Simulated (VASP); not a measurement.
# Ga2O3 (C2/m) in VASP: single point with PBE

Aim: the single point of Ga2O3 with PBE.

Program: VASP 6.6.1. These are calculated values, not measurements. Logs are shortened: lines on timing, memory, paths and dates and some standing lists are left out, and cuts for length are marked.

### 1 The cell of the first run

The structure is monoclinic, space group C2/m (No. 12). The conventional cell has a = 12.280 Å, b = 3.048 Å, c = 5.817 Å, α = 90.00°, β = 103.76°, γ = 90.00°. Ga (site symmetry m) has 6 O at 1.94 to 2.08 Å within 2.6 Å. Ga (site symmetry m) has 4 O at 1.84 to 1.87 Å within 2.4 Å. O (site symmetry m) has 3 Ga at 1.84 to 1.94 Å within 2.4 Å. O (site symmetry m) has 4 Ga at 1.87 to 2.08 Å within 2.5 Å. O (site symmetry m) has 3 Ga at 1.84 to 1.95 Å within 2.4 Å.

### 2 Single point, PBE

INCAR

```
SYSTEM = Ga2O3
ALGO = Normal ; EDIFF = 1E-7
ENCUT = 520 ; GGA = PE
ISIF = 2 ; ISMEAR = 0
LASPH = .True. ; LCHARG = .False.
LREAL = .False. ; LWAVE = .False.
NBANDS = 55 ; NELM = 80
PREC = Accurate ; SIGMA = 0.1
```

KPOINTS

```
k-points
0
Gamma
  6 6 4
  0 0 0
```

POSCAR

```
Ga2O3
1.0
    6.1402367100     -1.5237836800      0.0000000000
    6.1402367100      1.5237836800      0.0000000000
   -1.3841308900      0.0000000000      5.6503488600
Ga O
4 6
Direct
    0.3411617000      0.3411617000      0.6852696600
    0.6588383000      0.6588383000      0.3147303400
    0.9095256000      0.9095256000      0.2052140000
    0.0904744000      0.0904744000      0.7947860000
    0.5035308700      0.5035308700      0.7433359100
    0.4964691300      0.4964691300      0.2566640900
    0.8266289400      0.8266289400      0.4367698400
    0.1733710600      0.1733710600      0.5632301600
    0.1645049800      0.1645049800      0.1091540800
    0.8354950200      0.8354950200      0.8908459200
```

Potentials or basis: VASP PAW PBE potentials, release 64 (Ga_d, O).

Launch:

```sh
$ cat potpaw_PBE.64/Ga_d/POTCAR potpaw_PBE.64/O/POTCAR > POTCAR
$ mpirun -np 1 vasp_std > vasp.out
```

OUTCAR:

```text
SYSTEM = Ga2O3
   EDIFF = 1E-7
   ENCUT = 520
   GGA = PE
   ISIF = 2
   ISMEAR = 0
   LASPH = .True.
   LREAL = .False.
   NELM = 80
   PREC = Accurate

 ion  position               nearest neighbor table
   1  0.341  0.341  0.685-   5 1.94  10 1.95  10 1.95   8 2.01   7 2.08   7 2.08
   2  0.659  0.659  0.315-   6 1.94   9 1.95   9 1.95   7 2.01   8 2.08   8 2.08
   3  0.910  0.910  0.205-  10 1.84   6 1.84   6 1.84   7 1.87
   4  0.090  0.090  0.795-   9 1.84   5 1.84   5 1.84   8 1.87
   5  0.504  0.504  0.743-   4 1.84   4 1.84   1 1.94
   6  0.496  0.496  0.257-   3 1.84   3 1.84   2 1.94
   7  0.827  0.827  0.437-   3 1.87   2 2.01   1 2.08   1 2.08
   8  0.173  0.173  0.563-   4 1.87   1 2.01   2 2.08   2 2.08
   9  0.165  0.165  0.109-   4 1.84   2 1.95   2 1.95
  10  0.835  0.835  0.891-   3 1.84   1 1.95   1 1.95

  LATTYP: Found a base centered monoclinic cell.
 ALAT       =    12.2804734200
 B/A-ratio  =     0.2481636706
 C/A-ratio  =     0.4737122036
 COS(beta)  =    -0.2379290544

  Lattice vectors:

 A1 = (   6.1402367100,  -1.5237836800,   0.0000000000)
 A2 = (   6.1402367100,   1.5237836800,   0.0000000000)
 A3 = (  -1.3841308900,   0.0000000000,   5.6503488600)

Analysis of symmetry for initial positions (statically):
=====================================================================
 Subroutine PRICEL returns:
 Original cell was already a primitive cell.

 Routine SETGRP: Setting up the symmetry group for a
 base centered monoclinic supercell.

 Subroutine GETGRP returns: Found  4 space group operations
 (whereof  4 operations were pure point group operations)
 out of a pool of  4 trial point group operations.

The static configuration has the point symmetry C_2h.

Analysis of symmetry for dynamics (positions and initial velocities):
=====================================================================
 Subroutine PRICEL returns:
 Original cell was already a primitive cell.

 Routine SETGRP: Setting up the symmetry group for a
 base centered monoclinic supercell.

 Subroutine GETGRP returns: Found  4 space group operations
 (whereof  4 operations were pure point group operations)
 out of a pool of  4 trial point group operations.

The dynamic configuration has the point symmetry C_2h.

 Subroutine INISYM returns: Found  4 space group operations
 (whereof  4 operations are pure point group operations),
 and found     1 'primitive' translations

----------------------------------------------------------------------------------------

                                     Primitive cell

  volume of cell :     105.7338

  direct lattice vectors                    reciprocal lattice vectors
     6.140236710 -1.523783680  0.000000000     0.081430085 -0.328130565  0.019947423
     6.140236710  1.523783680  0.000000000     0.081430085  0.328130565  0.019947423
    -1.384130890  0.000000000  5.650348860     0.000000000  0.000000000  0.176980223

  length of vectors
     6.326485878  6.326485878  5.817410125     0.338671561  0.338671561  0.176980223

  position of ions in fractional coordinates (direct lattice)
     0.341161700  0.341161700  0.685269660
     0.658838300  0.658838300  0.314730340
     0.909525600  0.909525600  0.205214000
     0.090474400  0.090474400  0.794786000
     0.503530870  0.503530870  0.743335910
     0.496469130  0.496469130  0.256664090
     0.826628940  0.826628940  0.436769840
     0.173371060  0.173371060  0.563230160
     0.164504980  0.164504980  0.109154080
     0.835495020  0.835495020  0.890845920

  ion indices of the primitive-cell ions
   primitive index   ion index
                 1           1
                 2           2
                 3           3
                 4           4
                 5           5
                 6           6
                 7           7
                 8           8
                 9           9
                10          10

----------------------------------------------------------------------------------------

 KPOINTS: k-points

Automatic generation of k-mesh.
 Grid dimensions read from file:
 generate k-points for:    6    6    4

 Generating k-lattice:

  Cartesian coordinates                     Fractional coordinates (reciprocal lattice)
     0.013571681 -0.054688428  0.003324570     0.166666667  0.000000000  0.000000000
     0.013571681  0.054688428  0.003324570     0.000000000  0.166666667  0.000000000
     0.000000000  0.000000000  0.044245056     0.000000000  0.000000000  0.250000000

  Length of vectors
     0.056445260  0.056445260  0.044245056

  Shift w.r.t. Gamma in fractional coordinates (k-lattice)
     0.000000000  0.000000000  0.000000000

 Subroutine IBZKPT returns following result:
 ===========================================

 Found     47 irreducible k-points:

 Following reciprocal coordinates:
            Coordinates               Weight
  0.000000  0.000000  0.000000      1.000000
  0.166667  0.000000  0.000000      4.000000
  0.333333  0.000000  0.000000      4.000000
  0.500000  0.000000 -0.000000      2.000000
  0.166667  0.166667  0.000000      2.000000
  0.333333  0.166667  0.000000      4.000000
[... 16 lines left out ...]
 -0.333333  0.166667  0.250000      4.000000
 -0.166667  0.166667  0.250000      4.000000
 [... further k-points ...]
   k-points           NKPTS =     47   k-points in BZ     NKDIM =     47   number of bands    NBANDS=     55
   number of dos      NEDOS =    301   number of ions     NIONS =     10
   total plane-waves  NPLWV = 110592
   dimension x,y,z NGX =    48 NGY =   48 NGZ =   48
   dimension x,y,z NGXF=    96 NGYF=   96 NGZF=   96
   ions per type =               4   6
   NGX,Y,Z   is equivalent  to a cutoff of  12.61, 12.61, 13.72 a.u.
   NGXF,Y,Z  is equivalent  to a cutoff of  25.23, 25.23, 27.43 a.u.
 SYSTEM =  Ga2O3
   PREC   = accura    normal or accurate (medium, high low for compatibility)
   ISTART =      0    job   : 0-new  1-cont  2-samecut
   ICHARG =      2    charge: 1-file 2-atom 10-const
   ISPIN  =      1    spin polarized calculation?
   LNONCOLLINEAR =      F non collinear calculations
   LSORBIT =      F    spin-orbit coupling
   LASPH  =      T    aspherical Exc in radial PAW
   ENCUT  =  520.0 eV  38.22 Ry    6.18 a.u.  11.76 11.76 10.82*2*pi/ulx,y,z
   NELM   =     80;   NELMIN=  2; NELMDL= -5     # of ELM steps
   EDIFF  = 0.1E-06   stopping-criterion for ELM
   LREAL  =      F    real-space projection
   EDIFFG = 0.1E-05   stopping-criterion for IOM
   NSW    =      0    number of steps for IOM
   IBRION =     -1    ionic relax: 0-MD 1-quasi-New 2-CG
   NFREE  =      0    steps in history (QN), initial steepest desc. (CG)
   ISIF   =      2    stress and relaxation
   ISYM   =      2    0-nonsym 1-usesym 2-fastsym
   POTIM  = 0.5000    time-step for ionic-motion
   TEBEG  =    0.0;   TEEND  =   0.0 temperature during run
   PSTRESS=    0.0 pullay stress
   NELECT =      88.0000    total number of electrons
   NUPDOWN=      -1.0000    fix difference up-down
   EMIN   =  10.00;   EMAX   =-10.00  energy-range for DOS
   EFERMI =   0.00;   METHOD = LEGACY
   ISMEAR =     0;   SIGMA  =   0.10  broadening in eV -4-tet -1-fermi 0-gaus
   EFERMI_NEDOS =   21; number of points for ismear=-14 and -15
   IALGO  =     38    algorithm
   IMIX   =      4    mixing-type and parameters
     AMIX     =   0.40;   BMIX     =  1.00
     AMIX_MAG =   1.60;   BMIX_MAG =  1.00
  volume/ion in A,a.u.               =      10.57        71.35
  Fermi-wavevector in a.u.,A,eV,Ry     =   1.539919  2.910025 32.264175  2.371350
  Thomas-Fermi vector in A             =   2.646079
   LORBIT       =      0    0 simple, 1 ext, 2 COOP (PROOUT), +10 PAW based schemes
   GGA     = PE    functional components
   LHFCALC =     F    Hartree Fock is set to
   AEXX    =    0.0000 exact exchange contribution
   IVDW    =     0    specifies the selected vdW correction
   LEPSILON=     F    determine dielectric tensor
   LRPA    =     F    only Hartree local field effects (RPA)
 non-spin polarized calculation
 Gauss-broadening in eV      SIGMA  =   0.10
  energy-cutoff  :      520.00
  volume of cell :      105.73
 maximum number of plane-waves:      2873
   NGX = 23   NGY = 23   NGZ = 21

 number of electron      88.0000016 magnetization

 Free energy of the ion-electron system (eV)
  ---------------------------------------------------
  ext. energy  EPLUGINS =         0.00000000
  ---------------------------------------------------
  free energy    TOTEN  =       -59.57882190 eV

  energy without entropy =      -59.57882190  energy(sigma->0) =      -59.57882190

 E-fermi :   4.2788     XC(G=0): -11.5752

 val. band max:        3.7848520951   @ k =   0.5000   0.5000   0.5000
 cond. band min:       6.0814561270   @ k =   0.0000   0.0000   0.0000
 fundamental gap:      2.2966040320
 Fermi energy:         4.2788139842

 k-point     1 :       0.0000    0.0000    0.0000
  band No.  band energies     occupation
      1     -15.0959      2.00000
      2     -13.9242      2.00000
      3     -13.9107      2.00000
      4     -13.8109      2.00000
      5     -13.3411      2.00000
      6     -13.3211      2.00000
[... 47 lines left out ...]
     54      16.0536      0.00000
     55      16.3805      0.00000

 k-point     2 :       0.1667    0.0000    0.0000
  band No.  band energies     occupation
      1     -14.8877      2.00000
      2     -13.9083      2.00000
      3     -13.8461      2.00000
      4     -13.6866      2.00000
      5     -13.3434      2.00000
      6     -13.3213      2.00000
[... 47 lines left out ...]
     54      14.9073      0.00000
     55      14.9823      0.00000

 k-point     3 :       0.3333    0.0000    0.0000
  band No.  band energies     occupation
      1     -14.3774      2.00000
      2     -13.8232      2.00000
      3     -13.7055      2.00000
      4     -13.5859      2.00000
      5     -13.3279      2.00000
      6     -13.3190      2.00000
[... 1152 lines left out ...]
 k-point    23 :      -0.3333    0.1667    0.2500
  band No.  band energies     occupation
      1     -13.9126      2.00000
      2     -13.7886      2.00000
      3     -13.7173      2.00000
      4     -13.6039      2.00000
      5     -13.3440      2.00000
      6     -13.3276      2.00000
[... 47 lines left out ...]
     54      15.4376      0.00000
     55      15.8909      0.00000

 k-point    24 :      -0.1667    0.1667    0.2500
  band No.  band energies     occupation
      1     -14.3416      2.00000
      2     -13.8134      2.00000
      3     -13.7168      2.00000
      4     -13.5883      2.00000
      5     -13.3778      2.00000
      6     -13.3092      2.00000
[... 47 lines left out ...]
     54      14.8235      0.00000
     55      15.5104      0.00000

 [... further k-points ...]
[... 5 lines left out ...]
  --------------------------------------------------------------------------------------
  -------------------------------------------------------------------------------------
  Total        4.7697083      5.1068833      4.7409994      0.0000000      0.0000000      0.0968314
  in kB       72.2751011     77.3842949     71.8400779      0.0000000      0.0000000      1.4672801
  external PRESSURE =      73.8331580 kB  Pullay stress =       0.0000000 kB

 VOLUME and BASIS-vectors are now :
 -----------------------------------------------------------------------------
  energy-cutoff  :      520.00
  volume of cell :      105.73
      direct lattice vectors                 reciprocal lattice vectors
     6.140236710 -1.523783680  0.000000000     0.081430085 -0.328130565  0.019947423
     6.140236710  1.523783680  0.000000000     0.081430085  0.328130565  0.019947423
    -1.384130890  0.000000000  5.650348860     0.000000000  0.000000000  0.176980223

 POSITION                                       TOTAL-FORCE (eV/Angst)
 -----------------------------------------------------------------------------------
      3.24112      0.00000      3.87201         0.040323      0.000000      0.055579
      7.65522      0.00000      1.77834        -0.040323      0.000000     -0.055579
     10.88536      0.00000      1.15953         0.017300      0.000000     -0.027700
      0.01098      0.00000      4.49082        -0.017300      0.000000      0.027700
      5.15472      0.00000      4.20011        -0.004482      0.000000     -0.027496
      5.74162      0.00000      1.45024         0.004482      0.000000      0.027496
      9.54685      0.00000      2.46790         0.026336      0.000000      0.012996
      1.34949      0.00000      3.18245        -0.026336      0.000000     -0.012996
      1.86912      0.00000      0.61676         0.170968      0.000000     -0.006584
      9.02723      0.00000      5.03359        -0.170968      0.000000      0.006584
 -----------------------------------------------------------------------------------
    total drift:                                0.000000      0.000000     -0.000000

  FREE ENERGIE OF THE ION-ELECTRON SYSTEM (eV)
  ---------------------------------------------------
  free  energy   TOTEN  =       -59.5788219044 eV

  energy  without entropy=      -59.5788219044  energy(sigma->0) =      -59.57882190
```

Wall time 5.7 min (1 thread of Intel Xeon 6975P-C (Granite Rapids), shared host); peak memory 0.42 GiB.

What came out:

```yaml
Free_energy: -59.5788 eV
Pressure: 7.4 GPa
Largest_force: 0.171 eV/Å
Band_gap_on_the_k_mesh: 2.30 eV, indirect (least direct gap 2.31 eV)
```

Forces on the atoms (eV/Å):
```
Ga   0.040  0.000  0.056
Ga  -0.040  0.000 -0.056
Ga   0.017  0.000 -0.028
Ga  -0.017  0.000  0.028
O   -0.004  0.000 -0.027
O    0.004  0.000  0.027
O    0.026  0.000  0.013
O   -0.026  0.000 -0.013
O    0.171  0.000 -0.007
O   -0.171  0.000  0.007
```

A k mesh can miss the band edges.
